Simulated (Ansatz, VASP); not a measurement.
**Re2C: VASP beside Ansatz**

```
CELL_PARAMETERS angstrom
2.82167 0.00000 0.00000
-1.41083 2.44364 0.00000
0.00000 0.00000 9.77521
ATOMIC_POSITIONS crystal
Re 0.33333 0.66667 0.60841
Re 0.66667 0.33333 0.10841
Re 0.66667 0.33333 0.39159
Re 0.33333 0.66667 0.89159
C 0.33333 0.66667 0.25000
C 0.66667 0.33333 0.75000
```

Alike in both runs: functional LDA; k mesh 12 × 12 × 4; occupations fermi-dirac, width 0.15 eV; no spin polarisation.

Ansatz relaxed the structure, and its values are those at the end. VASP's run is a single point on that final structure, the one shown.

```csv
,VASP,Ansatz
version,VASP 6.6.1,Ansatz 0.2.0
potentials or method,"VASP PAW LDA potentials, release 64 (Re, C), cutoff 520 eV","scalar-relativistic, plane waves, PAW"
valence electrons in the cell,36,68
```

|  | VASP | Ansatz | Ansatz less VASP |
| --- | --- | --- | --- |
| gap on the k mesh at the Fermi level (eV) | none | none | - |
| pressure (GPa) | 3.5 | 0.0 | -3.46 |
| rms of the force components (eV/Å) | 0.080 | 0.000 | -0.0795 |

LDA's correlation is that of Perdew and Zunger in VASP and of Perdew and Wang (1992) in Ansatz. A gap of «none» marks a metal or a gap that the smearing closes. VASP's potentials hold 36 valence electrons a cell and Ansatz's 68, so a difference there can come from the potentials and not from the codes.

Neither program's run includes spin-orbit coupling.
